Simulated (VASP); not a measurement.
Input of a VASP 6.6.1 run:

File POSCAR:

```
BaTiO3
1.0
    2.8400536833      1.6397057586      2.3314328269
   -2.8400536833      1.6397057586      2.3314328269
    0.0000000000     -3.2794115171      2.3314328269
Ba Ti O
1 1 3
Direct
    0.0885692614      0.0885692614      0.0885692614
    0.5162478494      0.5162478494      0.5162478494
    0.4897536543      0.4897536543      0.9801597377
    0.4897536543      0.9801597377      0.4897536543
    0.9801597377      0.4897536543      0.4897536543
```

INCAR.step1

```
ALGO = Normal
EDIFF = 1E-4
ENCUT = 520
GGA = PE
ISMEAR = 0
LASPH = T
LCHARG = F
LREAL = F
LWAVE = T
NBANDS = 28
NELM = 60
PREC = Accurate
SIGMA = 0.05
```

Contents of INCAR.step2:

```
ALGO = Normal
EDIFF = 1E-6
ENCUT = 520
ISIF = 2
ISMEAR = 0
ISTART = 1
LASPH = T
LCHARG = F
LMIXTAU = T
LREAL = F
LWAVE = F
METAGGA = R2SCAN
NBANDS = 28
NELM = 60
PREC = Accurate
SIGMA = 0.05
```

The input KPOINTS:

```
k-points
0
Gamma
  6 6 6
```

Potentials or basis: VASP PAW PBE potentials, release 64 (Ba_sv, Ti_sv, O).

The run is started by

```bash
$ cat potpaw_PBE.64/Ba_sv/POTCAR potpaw_PBE.64/Ti_sv/POTCAR potpaw_PBE.64/O/POTCAR > POTCAR
$ cp INCAR.step1 INCAR
$ mpirun -np 1 vasp_std > vasp.out
$ cp INCAR.step2 INCAR
$ mpirun -np 1 vasp_std > vasp.out
```

Task: Estimate the pressure.

Result: 16.3 GPa.

Task: Predict the band gap on the k mesh.

Result: 2.79 eV, indirect (least direct gap 3.17 eV).

Task: What does it give for the largest force?

Result: 7.351 eV/Å.

Forces in eV/Å, atoms in the order of the input:
```
Ba   0.000  0.000 -7.351
Ti   0.000  0.000  2.431
O    0.000  1.042  1.640
O    0.902 -0.521  1.640
O   -0.902 -0.521  1.640
```

Caveat: the cell differs from its parent crystal (atom 1 (Ba) moved -0.600 Å towards its neighbour atom 2 (Ti) at 3.403 Å); the PAW data sets were made with another functional, which shifts forces and pressure a little; spin-orbit coupling is left out, which moves the levels of the heavy elements. A k mesh can miss the band edges.
